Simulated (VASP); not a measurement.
# WSe2: relaxation of the atoms with r2SCAN

WSe2:

```
W Se
1.0
     3.29859    0.00000    0.00000
    -1.64930    2.85666    0.00000
     0.00000    0.00000   13.64370
W Se
2 4
Direct
  0.33333 0.66667 0.25000
  0.66667 0.33333 0.75000
  0.33333 0.66667 0.62883
  0.66667 0.33333 0.12883
  0.33333 0.66667 0.87117
  0.66667 0.33333 0.37117
```

| Item | Value |
| --- | --- |
| Program | VASP 6.6.1 |
| Task | relaxation of the atoms |
| Functional | r2SCAN |
| Potentials or basis | VASP PAW PBE potentials, release 64 (W_sv, Se) |
| Cutoff | 520 eV |
| k mesh | 6 × 6 × 2 |
| Occupations | gaussian, width 0.01 eV |
| Spin | no spin polarisation |
| Dipole correction | no |
| Further INCAR settings | ALGO = Normal; EDIFF = 1e-06; IBRION = 2; EDIFFG = -0.002; NSW = 100 |

| Property | Result |
| --- | --- |
| Energy gained by relaxing | 1.7 meV/atom |
| Ionic steps | 3 |
| Pressure after relaxing | 1.0 GPa |
| Band gap on the k mesh | 1.33 eV (least direct gap 1.65 eV) |

Stress tensor (GPa, compression positive):
```
1.36 0.00 0.00
0.00 1.36 0.00
0.00 0.00 0.16
```

Step by step:
| step | energy change (eV) | largest force (eV/Å) | pressure (GPa) |
| --- | --- | --- | --- |
| 1 | 0.0000 | 0.3142 | 2.41 |
| 2 | -0.0102 | 0.0264 | 1.08 |
| 3 | -0.0103 | 0.0001 | 0.96 |

Final structure:
```
W Se
1.0
     3.29859    0.00000    0.00000
    -1.64930    2.85666    0.00000
     0.00000    0.00000   13.64370
W Se
2 4
Direct
  0.33333 0.66667 0.25000
  0.66667 0.33333 0.75000
  0.33333 0.66667 0.62762
  0.66667 0.33333 0.12762
  0.33333 0.66667 0.87238
  0.66667 0.33333 0.37238
```

Levels at points of the mesh, in eV from the valence-band top:
| k point | band 24 | band 25 | band 26 | band 27 | band 28 | band 29 |
| --- | --- | --- | --- | --- | --- | --- |
| (0.00, 0.00, 0.00) | -1.48 | -0.89 | 0.00 | 2.92 | 2.92 | 2.94 |
| (0.50, 0.00, 0.00) | -1.29 | -1.21 | -1.18 | 2.36 | 2.39 | 2.63 |
| (0.00, 0.00, 0.50) | -1.52 | -0.25 | -0.25 | 2.92 | 2.92 | 2.92 |
| (0.50, 0.00, 0.50) | -1.25 | -1.25 | -1.25 | 2.38 | 2.38 | 2.75 |

Wall time 11 min on 1 thread of Oxide Virtual Turin-like Processor, on a shared host, peak memory 0.29 GiB.

Caveat: the PAW data sets were made with another functional, which shifts forces and pressure a little; spin-orbit coupling is left out, which moves the levels of the heavy elements. A k mesh can miss the band edges.
